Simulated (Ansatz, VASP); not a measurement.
# One calculation of CuF, two programs

```
Cu F
1.0
     2.76254    0.00000    0.00000
    -1.38127    2.39243    0.00000
     0.00000    0.00000    6.40198
Cu F
2 2
Direct
  0.00000 0.00000 0.00000
  0.00000 0.00000 0.50000
  0.33333 0.66667 0.25000
  0.66667 0.33333 0.75000
```

Alike in both runs: task single point; functional PBE; dispersion D3(BJ); k mesh 9 × 9 × 4; occupations fermi-dirac, width 0.02 eV; no spin polarisation.

```csv
,VASP,Ansatz
version,VASP 6.6.1,Ansatz 0.2.0
potentials or method,"VASP PAW PBE potentials, release 64 (Cu, F)",plane waves
plane-wave cutoff (eV),520,420
valence electrons in the cell,36,52
```

|  | VASP | Ansatz | Ansatz less VASP |
| --- | --- | --- | --- |
| pressure (GPa) | 2.3 | 2.4 | +0.08 |
| traceless stress, the component that is largest in VASP (GPa) | 1.97 | 1.97 | -0.002 |

VASP's potentials hold 36 valence electrons a cell and Ansatz's 52, so a difference there can come from the potentials and not from the codes.
